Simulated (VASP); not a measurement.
# Sr3Ca5Ti8O24 (P1) in VASP: single point with PBEsol

Aim: the single point of Sr3Ca5Ti8O24 with PBEsol.

Everything below comes from runs of VASP 6.6.1. Logs are shortened: lines on timing, memory, paths and dates and some standing lists are left out, and cuts for length are marked.

### Step 1. The cell of the first run

The typed cell holds 40 atoms: a = 7.693 Å, b = 7.693 Å, c = 7.693 Å, α = 90.00°, β = 90.00°, γ = 90.00°.

### Step 2. Single point, PBEsol

Contents of INCAR:

```
PREC     = Accurate       # precision mode
ENCUT    = 520            # plane-wave cutoff, eV
EDIFF    = 1E-6           # SCF threshold, eV
ISMEAR   = -1             # smearing method
SIGMA    = 0.05           # smearing width, eV
LREAL    = Auto         
LASPH    = True           # aspherical terms in the spheres
NELM     = 100            # most SCF steps
ALGO     = Normal         # electronic algorithm
ISIF     = 2              # what is computed and relaxed
LWAVE    = False          # write WAVECAR
LCHARG   = False          # write CHGCAR
GGA      = PS             # functional
ISYM     = 0            
NBANDS   = 186            # bands
```

Contents of KPOINTS:

```
Automatic mesh
0
Gamma
  1 1 1
  0.25 0.25 0.25
```

Contents of POSCAR:

```
Sr3Ca5Ti8O24
1.0
    7.6930868980      0.0000000000      0.0000000000
    0.0000000000      7.6930868980      0.0000000000
    0.0000000000      0.0000000000      7.6930868980
Ca Sr Ti O
5 3 8 24
Direct
    0.9962770000      0.9950270000      0.9950150000
    0.9989390000      0.4533560000      0.9995580000
    0.9978160000      0.5170390000      0.4843590000
    0.5002770000      0.9544990000      0.5002440000
    0.4940290000      0.5007990000      0.4965370000
    0.9974490000      0.0162750000      0.4992410000
    0.5000930000      0.9858170000      0.9950600000
    0.4975030000      0.4858810000      0.9985650000
    0.2496690000      0.2412050000      0.2483840000
    0.2477810000      0.2453050000      0.7410380000
    0.2417940000      0.7449700000      0.2426880000
    0.2417500000      0.7417910000      0.7491410000
    0.7422680000      0.2435170000      0.2505250000
    0.7437800000      0.2469750000      0.7397230000
    0.7512900000      0.7424470000      0.2425620000
    0.7512860000      0.7389130000      0.7492530000
    0.2815430000      0.2290730000      0.0030420000
    0.2138670000      0.2959540000      0.5020920000
    0.2310450000      0.7979410000      0.0025070000
    0.2724350000      0.7148230000      0.5031560000
    0.7248970000      0.2299030000      0.0029830000
    0.7916660000      0.2919320000      0.5019340000
    0.7712860000      0.7938070000      0.0025790000
    0.7303100000      0.7146350000      0.5026330000
    0.0033160000      0.2158070000      0.2182700000
    0.0036230000      0.2170000000      0.7858270000
    0.0015760000      0.7840930000      0.2784830000
    0.0015120000      0.7876310000      0.7284920000
    0.5027280000      0.2949400000      0.2796430000
    0.5027020000      0.2964810000      0.7225230000
    0.5021380000      0.7262240000      0.2335260000
    0.5023310000      0.7282340000      0.7713700000
    0.2859030000      0.0060510000      0.2918810000
    0.2863100000      0.0077850000      0.7136970000
    0.2156680000      0.5060220000      0.2177560000
    0.2179290000      0.5061690000      0.7909290000
    0.7193400000      0.0055780000      0.2894820000
    0.7190050000      0.0073340000      0.7161760000
    0.7910330000      0.5049310000      0.2206970000
    0.7885340000      0.5049730000      0.7877660000
```

Potentials or basis: VASP PAW PBE potentials, release 64 (Ca_sv, Sr_sv, Ti_sv, O).

The run is started by

```
$ cat potpaw_PBE.64/Ca_sv/POTCAR potpaw_PBE.64/Sr_sv/POTCAR potpaw_PBE.64/Ti_sv/POTCAR potpaw_PBE.64/O/POTCAR > POTCAR
$ mpirun -np 1 vasp_std > vasp.out
```

OUTCAR:

```text
PREC = Accurate
   ENCUT = 520
   EDIFF = 1E-6
   ISMEAR = -1
   LREAL = Auto
   LASPH = True
   NELM = 100
   ISIF = 2
   GGA = PS
   ISYM = 0

 ion  position               nearest neighbor table
   1  0.996  0.995  0.995-  23 2.32  26 2.35  19 2.36  25 2.42   6 3.82   7 3.82   7 3.88   6 3.88

   2  0.999  0.453  1.000-  40 2.33  36 2.36  39 2.37  35 2.40  26 2.45  25 2.48   8 3.84   8 3.87

   3  0.998  0.517  0.484-  22 2.35  18 2.38  24 2.56   6 3.84   6 3.85
   4  0.500  0.954  0.500-  33 2.33  34 2.36  37 2.37  38 2.40  20 2.54  24 2.56   7 3.81   6 3.85
                             7 3.89   6 3.90
   5  0.494  0.501  0.497-  29 2.30  30 2.34  20 2.37  24 2.45   8 3.83   8 3.86
   6  0.997  0.016  0.499-  27 2.46  28 2.49  22 2.65  25 2.65  37 2.68  26 2.69  38 2.72  18 2.72
                            33 2.73  34 2.77  24 3.10  20 3.14  10 3.21  14 3.22   9 3.24  13 3.25
   7  0.500  0.986  0.995-  17 2.52  19 2.53  21 2.55  23 2.56  32 2.62  31 2.71  34 2.72  38 2.73
                            33 2.82  37 2.83  30 3.18  29 3.23  15 3.30  16 3.30  11 3.32  12 3.32
   8  0.498  0.486  0.999-  32 2.56  30 2.58  17 2.58  31 2.59  29 2.61  21 2.63  36 2.68  35 2.75
                            40 2.77  39 2.84  19 3.16  23 3.17  13 3.28   9 3.30  14 3.31  10 3.32
   9  0.250  0.241  0.248-  33 1.86  17 1.91  25 1.92  29 2.00  18 2.02  35 2.07   6 3.24   8 3.30
                             7 3.37
  10  0.248  0.245  0.741-  34 1.86  18 1.90  26 1.92  30 2.01  17 2.04  36 2.06   6 3.21   8 3.32
                             7 3.40
  11  0.242  0.745  0.243-  35 1.86  27 1.89  19 1.89  31 2.01  20 2.03  33 2.07   7 3.32   8 3.37
                             6 3.43
  12  0.242  0.742  0.749-  36 1.85  28 1.89  20 1.92  19 2.00  32 2.01  34 2.09   7 3.32   8 3.38
                             6 3.42
  13  0.742  0.244  0.251-  37 1.86  29 1.90  21 1.91  22 2.01  25 2.03  39 2.06   6 3.25   8 3.28
                             7 3.36
  14  0.744  0.247  0.740-  38 1.86  22 1.90  30 1.90  21 2.03  26 2.04  40 2.05   6 3.22   8 3.31
                             7 3.38
  15  0.751  0.742  0.243-  39 1.86  23 1.89  31 1.92  27 1.97  24 2.02  37 2.07   7 3.30   8 3.35
                             6 3.45
  16  0.751  0.739  0.749-  40 1.85  24 1.91  32 1.92  28 1.97  23 2.00  38 2.10   7 3.30   8 3.36
                             6 3.44
  17  0.282  0.229  0.003-   9 1.91  10 2.04   7 2.52   8 2.58
  18  0.214  0.296  0.502-  10 1.90   9 2.02   3 2.38   6 2.72
  19  0.231  0.798  0.003-  11 1.89  12 2.00   1 2.36   7 2.53   8 3.16
  20  0.272  0.715  0.503-  12 1.92  11 2.03   5 2.37   4 2.54   6 3.14
  21  0.725  0.230  0.003-  13 1.91  14 2.03   7 2.55   8 2.63
  22  0.792  0.292  0.502-  14 1.90  13 2.01   3 2.35   6 2.65
  23  0.771  0.794  0.003-  15 1.89  16 2.00   1 2.32   7 2.56   8 3.17
  24  0.730  0.715  0.503-  16 1.91  15 2.02   5 2.45   4 2.56   3 2.56   6 3.10
  25  0.003  0.216  0.218-   9 1.92  13 2.03   1 2.42   2 2.48   6 2.65
  26  0.004  0.217  0.786-  10 1.92  14 2.04   1 2.35   2 2.45   6 2.69
  27  0.002  0.784  0.278-  11 1.89  15 1.97   6 2.46
  28  0.002  0.788  0.728-  12 1.89  16 1.97   6 2.49
  29  0.503  0.295  0.280-  13 1.90   9 2.00   5 2.30   8 2.61   7 3.23
  30  0.503  0.296  0.723-  14 1.90  10 2.01   5 2.34   8 2.58   7 3.18
  31  0.502  0.726  0.234-  15 1.92  11 2.01   8 2.59   7 2.71
  32  0.502  0.728  0.771-  16 1.92  12 2.01   8 2.56   7 2.62
  33  0.286  0.006  0.292-   9 1.86  11 2.07   4 2.33   6 2.73   7 2.82
  34  0.286  0.008  0.714-  10 1.86  12 2.09   4 2.36   7 2.72   6 2.77
  35  0.216  0.506  0.218-  11 1.86   9 2.07   2 2.40   8 2.75
  36  0.218  0.506  0.791-  12 1.85  10 2.06   2 2.36   8 2.68
  37  0.719  0.006  0.289-  13 1.86  15 2.07   4 2.37   6 2.68   7 2.83
  38  0.719  0.007  0.716-  14 1.86  16 2.10   4 2.40   6 2.72   7 2.73
  39  0.791  0.505  0.221-  15 1.86  13 2.06   2 2.37   8 2.84
  40  0.789  0.505  0.788-  16 1.85  14 2.05   2 2.33   8 2.77

IMPORTANT INFORMATION: All symmetrisations will be switched off!
NOSYMM: (Re-)initialisation of all symmetry stuff for point group C_1.

----------------------------------------------------------------------------------------

                                     Primitive cell

  volume of cell :     455.3045

  direct lattice vectors                    reciprocal lattice vectors
     7.693086898  0.000000000  0.000000000     0.129986833  0.000000000  0.000000000
     0.000000000  7.693086898  0.000000000     0.000000000  0.129986833  0.000000000
     0.000000000  0.000000000  7.693086898     0.000000000  0.000000000  0.129986833

  length of vectors
     7.693086898  7.693086898  7.693086898     0.129986833  0.129986833  0.129986833

  position of ions in fractional coordinates (direct lattice)
     0.996277000  0.995027000  0.995015000
     0.998939000  0.453356000  0.999558000
     0.997816000  0.517039000  0.484359000
     0.500277000  0.954499000  0.500244000
     0.494029000  0.500799000  0.496537000
     0.997449000  0.016275000  0.499241000
[... 32 lines left out ...]
     0.791033000  0.504931000  0.220697000
     0.788534000  0.504973000  0.787766000

  ion indices of the primitive-cell ions
   primitive index   ion index
                 1           1
                 2           2
                 3           3
                 4           4
                 5           5
                 6           6
[... 32 lines left out ...]
                39          39
                40          40

----------------------------------------------------------------------------------------

 KPOINTS: Automatic mesh

Automatic generation of k-mesh.
 Grid dimensions read from file:
 generate k-points for:    1    1    1

 Generating k-lattice:

  Cartesian coordinates                     Fractional coordinates (reciprocal lattice)
     0.129986833  0.000000000  0.000000000     1.000000000  0.000000000  0.000000000
     0.000000000  0.129986833  0.000000000     0.000000000  1.000000000  0.000000000
     0.000000000  0.000000000  0.129986833     0.000000000  0.000000000  1.000000000

  Length of vectors
     0.129986833  0.129986833  0.129986833

  Shift w.r.t. Gamma in fractional coordinates (k-lattice)
     0.250000000  0.250000000  0.250000000

 Subroutine IBZKPT returns following result:
 ===========================================

 Found      4 irreducible k-points:

 Following reciprocal coordinates:
            Coordinates               Weight
  0.250000  0.250000  0.250000      2.000000
 -0.250000  0.250000  0.250000      2.000000
 -0.250000 -0.250000  0.250000      2.000000
  0.250000 -0.250000  0.250000      2.000000
   k-points           NKPTS =      4   k-points in BZ     NKDIM =      4   number of bands    NBANDS=    186
   number of dos      NEDOS =    301   number of ions     NIONS =     40
   total plane-waves  NPLWV = 216000
   dimension x,y,z NGX =    60 NGY =   60 NGZ =   60
   dimension x,y,z NGXF=   120 NGYF=  120 NGZF=  120
   ions per type =               5   3   8  24
   NGX,Y,Z   is equivalent  to a cutoff of  12.97, 12.97, 12.97 a.u.
   NGXF,Y,Z  is equivalent  to a cutoff of  25.93, 25.93, 25.93 a.u.
 SYSTEM =  unknown system
   PREC   = accura    normal or accurate (medium, high low for compatibility)
   ISTART =      0    job   : 0-new  1-cont  2-samecut
   ICHARG =      2    charge: 1-file 2-atom 10-const
   ISPIN  =      1    spin polarized calculation?
   LNONCOLLINEAR =      F non collinear calculations
   LSORBIT =      F    spin-orbit coupling
   LASPH  =      T    aspherical Exc in radial PAW
   ENCUT  =  520.0 eV  38.22 Ry    6.18 a.u.  14.30 14.30 14.30*2*pi/ulx,y,z
   NELM   =    100;   NELMIN=  2; NELMDL= -5     # of ELM steps
   EDIFF  = 0.1E-05   stopping-criterion for ELM
   LREAL  =      T    real-space projection
   EDIFFG = 0.1E-04   stopping-criterion for IOM
   NSW    =      0    number of steps for IOM
   IBRION =     -1    ionic relax: 0-MD 1-quasi-New 2-CG
   NFREE  =      0    steps in history (QN), initial steepest desc. (CG)
   ISIF   =      2    stress and relaxation
   ISYM   =      0    0-nonsym 1-usesym 2-fastsym
   POTIM  = 0.5000    time-step for ionic-motion
   TEBEG  =    0.0;   TEEND  =   0.0 temperature during run
   PSTRESS=    0.0 pullay stress
   NELECT =     320.0000    total number of electrons
   NUPDOWN=      -1.0000    fix difference up-down
   EMIN   =  10.00;   EMAX   =-10.00  energy-range for DOS
   EFERMI =   0.00;   METHOD = LEGACY
   ISMEAR =    -1;   SIGMA  =   0.05  broadening in eV -4-tet -1-fermi 0-gaus
   EFERMI_NEDOS =   21; number of points for ismear=-14 and -15
   IALGO  =     38    algorithm
   IMIX   =      4    mixing-type and parameters
     AMIX     =   0.40;   BMIX     =  1.00
     AMIX_MAG =   1.60;   BMIX_MAG =  1.00
  volume/ion in A,a.u.               =      11.38        76.81
  Fermi-wavevector in a.u.,A,eV,Ry     =   1.455540  2.750572 28.825263  2.118597
  Thomas-Fermi vector in A             =   2.572563
   LORBIT       =      0    0 simple, 1 ext, 2 COOP (PROOUT), +10 PAW based schemes
   GGA     = PS    functional components
   LHFCALC =     F    Hartree Fock is set to
   AEXX    =    0.0000 exact exchange contribution
   IVDW    =     0    specifies the selected vdW correction
   LEPSILON=     F    determine dielectric tensor
   LRPA    =     F    only Hartree local field effects (RPA)
 non-spin polarized calculation
  energy-cutoff  :      520.00
  volume of cell :      455.30
 maximum number of plane-waves:     12239
 NGX is ok and might be reduce to    60
   NGX = 29   NGY = 29   NGZ = 29

 number of electron     319.9999999 magnetization

 Free energy of the ion-electron system (eV)
  ---------------------------------------------------
  ext. energy  EPLUGINS =         0.00000000
  ---------------------------------------------------
  free energy    TOTEN  =      -337.25831151 eV

  energy without entropy =     -337.25831151  energy(sigma->0) =     -337.25831151

 E-fermi :   5.1256     XC(G=0): -11.5935

 val. band max:        3.7446118943   @ k =   0.2500   0.2500   0.2500
 cond. band min:       6.6687552703   @ k =   0.2500  -0.2500   0.2500
 fundamental gap:      2.9241433760
 Fermi energy:         5.1256232765

 k-point     1 :       0.2500    0.2500    0.2500
  band No.  band energies     occupation
      1     -51.9552      2.00000
      2     -51.9484      2.00000
      3     -51.9476      2.00000
      4     -51.9437      2.00000
      5     -51.9404      2.00000
      6     -51.9384      2.00000
[... 689 lines left out ...]
    171       7.7548      0.00000
    172       7.7807      0.00000
 [bands above 172 left out]

------------------------ aborting loop because EDIFF is reached ----------------------------------------

  FORCE on cell =-STRESS in cart. coord.  units (eV):
  Direction    XX          YY          ZZ          XY          YZ          ZX
  --------------------------------------------------------------------------------------
  -------------------------------------------------------------------------------------
  Total        0.8436628      4.3934339      1.1230946      0.0700568      0.2092868      0.1737594
  in kB        2.9687771     15.4601165      3.9520735      0.2465238      0.7364622      0.6114446
  external PRESSURE =       7.4603224 kB  Pullay stress =       0.0000000 kB

 VOLUME and BASIS-vectors are now :
 -----------------------------------------------------------------------------
  energy-cutoff  :      520.00
  volume of cell :      455.30
      direct lattice vectors                 reciprocal lattice vectors
     7.693086898  0.000000000  0.000000000     0.129986833  0.000000000  0.000000000
     0.000000000  7.693086898  0.000000000     0.000000000  0.129986833  0.000000000
     0.000000000  0.000000000  7.693086898     0.000000000  0.000000000  0.129986833

 POSITION                                       TOTAL-FORCE (eV/Angst)
 -----------------------------------------------------------------------------------
      7.66445      7.65483      7.65474         0.002220      0.009925      0.012340
      7.68492      3.48771      7.68969         0.026805      0.011889      0.014056
      7.67629      3.97763      3.72622         0.009725      0.023081      0.022410
      3.84867      7.34304      3.84842         0.015736      0.003043      0.021984
      3.80061      3.85269      3.81990         0.016468      0.020879      0.009051
      7.67346      0.12520      3.84070         0.025573      0.024167      0.008936
[... 32 lines left out ...]
      6.08549      3.88448      1.69784        -0.008629     -0.054834     -0.040433
      6.06626      3.88480      6.06035        -0.052244     -0.062502     -0.041215
 -----------------------------------------------------------------------------------
    total drift:                               -0.041785     -0.000103     -0.001630

  FREE ENERGIE OF THE ION-ELECTRON SYSTEM (eV)
  ---------------------------------------------------
  free  energy   TOTEN  =      -337.2583115090 eV

  energy  without entropy=     -337.2583115090  energy(sigma->0) =     -337.25831151
```

Run time: 25 min. Hardware: 1 thread of AMD EPYC 7R43 (Zen 3), shared host; peak memory 0.58 GiB.

What came out:

```
Free energy            : -337.2583 eV
Pressure               : 0.7 GPa
Largest force          : 0.166 eV/Å
Band gap on the k mesh : 2.92 eV, indirect (least direct gap 2.94 eV)
```

Forces in eV/Å, atoms in the order of the input:
```
Ca   0.002  0.010  0.012
Ca   0.027  0.012  0.014
Ca   0.010  0.023  0.022
Ca   0.016  0.003  0.022
Ca   0.016  0.021  0.009
Sr   0.026  0.024  0.009
Sr   0.014  0.018  0.005
Sr   0.006  0.021  0.011
Ti   0.081  0.088  0.101
Ti   0.103  0.050  0.088
Ti   0.115  0.046  0.088
Ti   0.108  0.050  0.101
Ti   0.101  0.062  0.074
Ti   0.102  0.050  0.122
Ti   0.083  0.070  0.092
Ti   0.089  0.089  0.083
O   -0.028 -0.013 -0.047
O   -0.011  0.001 -0.061
O   -0.044 -0.024 -0.045
O   -0.025 -0.006 -0.070
O   -0.013  0.004 -0.055
O   -0.020  0.001 -0.062
O   -0.009 -0.028 -0.063
O   -0.019 -0.025 -0.035
O   -0.039 -0.018 -0.023
O   -0.066  0.004 -0.020
O   -0.065 -0.022 -0.031
O   -0.069 -0.023  0.008
O   -0.060 -0.028 -0.011
O   -0.051 -0.019 -0.032
O   -0.058 -0.006 -0.006
O   -0.053 -0.018 -0.028
O   -0.032 -0.058 -0.062
O   -0.034 -0.048 -0.003
O   -0.051 -0.044 -0.019
O   -0.020 -0.059 -0.043
O   -0.042 -0.046 -0.013
O   -0.029 -0.047 -0.052
O   -0.009 -0.055 -0.040
O   -0.052 -0.063 -0.041
```

Caveat: the k points lie up to 0.82 Å⁻¹ apart; the PAW data sets were made with another functional, which shifts forces and pressure a little. A k mesh can miss the band edges.
